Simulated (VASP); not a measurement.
Input of a VASP 6.6.1 run:

File INCAR:

```
SYSTEM = AlSi2Cl
PREC = Accurate ; ENCUT = 600
EDIFF = 1E-7 ; ISMEAR = 0
SIGMA = 0.1 ; LREAL = .FALSE.
LASPH = .TRUE. ; NELM = 80
ALGO = Normal ; ISIF = 3
LWAVE = .FALSE. ; LCHARG = .FALSE.
GGA = PE ; IBRION = 2
NSW = 90 ; EDIFFG = -0.04
```

Contents of KPOINTS:

```
Automatic mesh
0
G
  6 6 4
  0 0 0
```

The input POSCAR:

```
AlSi2Cl
1.0
    3.8029854600      0.0000000000      0.0000000000
   -1.9014927300      3.2934820200      0.0000000000
    0.0000000000      0.0000000000      3.9426534200
Al Si Cl
1 2 1
Direct
    0.0000000000      0.0000000000      0.5000000000
    0.3333333300      0.6666666700      0.5000000000
    0.6666666700      0.3333333300      0.5000000000
    0.0000000000      0.0000000000      0.0000000000
```

Potentials or basis: VASP PAW PBE potentials, release 64 (Al, Si, Cl).

The run is started by

```sh
$ cat potpaw_PBE.64/Al/POTCAR potpaw_PBE.64/Si/POTCAR potpaw_PBE.64/Cl/POTCAR > POTCAR
$ mpirun -np 1 vasp_std > vasp.out
```

(1) Estimate the relaxed cell.

(2) What does it give for the band gap on the k mesh?

Answers

(1) a = 4.494 Å, b = 4.494 Å, c = 5.132 Å, α = 90.00°, β = 90.00°, γ = 120.00°.

(2) zero (band 9 reaches 4.85 eV, above the bottom of band 10 at 2.62 eV).

Caveat: the k points lie up to 0.31 Å⁻¹ apart in the final cell.
